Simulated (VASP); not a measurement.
Write the native input for VASP 6.6.1 that does the following.

| Item | Value |
| --- | --- |
| Task | single point |
| Functional | LDA |
| Potentials or basis | VASP PAW LDA potentials, release 64 (Al) |
| Cutoff | 500 eV |
| k mesh | 18 × 18 × 18 |
| Occupations | gaussian, width 0.1 eV |
| Spin | no spin polarisation |
| Dipole correction | no |
| Further INCAR settings | ALGO = Normal; EDIFF = 1e-06; NBANDS = 8 |

The structure of Al lies in POSCAR:

```
Al
1.0
    0.0000000000      2.0498440849      2.0498440849
    2.0498440849      0.0000000000      2.0498440849
    2.0498440849      2.0498440849      0.0000000000
Al
1
Direct
    0.0000000000      0.0000000000      0.0000000000
```

This cell differs from its parent crystal: volume scaled by 1.09.

One way to write it, as run:

INCAR

```
SYSTEM = Al
ALGO     = Normal         ! electronic algorithm
EDIFF    = 1E-6           ! SCF threshold, eV
ENCUT    = 500            ! plane-wave cutoff, eV
GGA      = CA             ! functional
GGA_COMPAT= .False.      
ISIF     = 2              ! what is computed and relaxed
ISMEAR   = 0              ! smearing method
LASPH    = .True.         ! aspherical terms in the spheres
LCHARG   = .False.        ! write CHGCAR
LREAL    = .False.        ! projectors in reciprocal space
LWAVE    = .False.        ! write WAVECAR
NBANDS   = 8              ! bands
NELM     = 120            ! most SCF steps
PREC     = Accurate       ! precision mode
SIGMA    = 0.1            ! smearing width, eV
```

KPOINTS

```
k-points
0
Gamma
  18 18 18
  0 0 0
```

Potentials or basis: VASP PAW LDA potentials, release 64 (Al).

Launch:

```console
$ cat potpaw_LDA.64/Al/POTCAR > POTCAR
$ mpirun -np 1 vasp_std > vasp.out
```

It gave:

```json
{"Pressure": "-5.9 GPa"}
```

Run time: 13 s on 1 thread of AMD EPYC 9R45 (Zen 5) (shared host), peak memory 0.1 GiB.
